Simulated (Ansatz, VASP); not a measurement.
TiRh3 in VASP and in Ansatz

```
Ti Rh
1.0
     3.77035    0.00000    0.00000
     0.00000    3.77035    0.00000
     0.00000    0.00000    3.77035
Ti Rh
1 3
Direct
  0.00000 0.00000 0.00000
  0.00000 0.50000 0.50000
  0.50000 0.00000 0.50000
  0.50000 0.50000 0.00000
```

Change from the starting cell: volume scaled by 0.96, PAW files.

Alike in both runs: task electric field gradients; functional LDA; k mesh 10 × 10 × 10; occupations fermi-dirac, width 0.03 eV; no spin polarisation.

|  | VASP | Ansatz |
| --- | --- | --- |
| version | VASP 6.6.1 | Ansatz 0.2.0 |
| potentials or method | VASP PAW LDA potentials, release 64 (Ti_sv, Rh_pv) | PAW with Ansatz's default frozen-core files, scalar-relativistic |
| plane-wave cutoff (eV) | 520 | 420 |
| valence electrons in the cell | 57 | 63 |

```csv
,VASP,Ansatz,Ansatz less VASP
pressure (GPa),0.8,0.0,-0.79
size of Vzz on the site where it differs most (V/Å²),37.0,32.0,-5.00
```

LDA's correlation is that of Perdew and Zunger in VASP and of Perdew and Wang (1992) in Ansatz. VASP's potentials hold 57 valence electrons a cell and Ansatz's 63, so a difference there can come from the potentials and not from the codes.
